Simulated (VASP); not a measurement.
Crystal: Sb.

```
CELL_PARAMETERS angstrom
-4.05670 4.05670 2.03890
4.05670 -4.05670 2.03890
4.05670 4.05670 -2.03890
ATOMIC_POSITIONS crystal
Sb 0.65126 0.15126 0.80253
Sb 0.15126 0.34874 0.50000
Sb 0.34874 0.84874 0.19747
Sb 0.84874 0.65126 0.50000
```

This cell differs from its parent crystal: volume scaled by 1.02.

Base run:

- Program: VASP 6.6.1
- Functional: PBEsol
- Potentials or basis: VASP PAW PBE potentials, release 64 (Sb)
- Cutoff: 520 eV
- k mesh: 7 × 7 × 7
- Occupations: fermi-dirac, width 0.05 eV
- Spin: no spin polarisation

Its results: band gap on the k mesh zero (band 10 reaches 6.36 eV, above the bottom of band 11 at 4.83 eV); pressure -1.6 GPa; largest force 0.082 eV/Å.

The run is repeated on the same cell with these changes: functional from PBEsol to PBE. What comes out?

Band gap on the k mesh zero (band 10 reaches 6.51 eV, above the bottom of band 11 at 4.98 eV); pressure 0.5 GPa; largest force 0.034 eV/Å.

PBE binds less tightly than PBEsol, so the same cell stands under more pressure.

Caveats: spin-orbit coupling is left out, which moves the levels of the heavy elements; the PAW data sets were made with another functional, which shifts forces and pressure a little (some runs).
